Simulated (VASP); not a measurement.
A run of VASP 6.6.1 is set up as follows.

INCAR

```
  ALGO = Normal
  EDIFF = 1E-7
  ENCUT = 520
  GGA = PS
  ISIF = 2
  ISMEAR = -1
  LASPH = True
  LCHARG = False
  LREAL = False
  LWAVE = False
  NBANDS = 24
  NELM = 100
  PREC = Accurate
  SIGMA = 0.1
```

The input KPOINTS:

```
k-points
0
Gamma
  9 9 13
```

The input POSCAR:

```
Ta
1.0
    4.6745856277      0.0000000000      0.0000000000
   -2.3372928138      4.0483099058      0.0000000000
    0.0000000000      0.0000000000      2.6249084254
Ta
3
Direct
    0.0000000000      1.0000000000      0.0000000000
    0.3333333333      0.6666666667      0.5000000000
    0.6666666667      0.3333333333      0.5000000000
```

Potentials or basis: VASP PAW PBE potentials, release 64 (Ta_pv).

The run is started by

```bash
$ cat potpaw_PBE.64/Ta_pv/POTCAR > POTCAR
$ mpirun -np 1 vasp_std > vasp.out
```

**Question.** What does it give for the pressure?

**Answer.** 19.7 GPa.

Stress tensor (GPa, compression positive):
```
19.06  0.00  0.00
 0.00 19.06  0.00
 0.00  0.00 20.83
```

Caveat: the PAW data sets were made with another functional, which shifts forces and pressure a little.
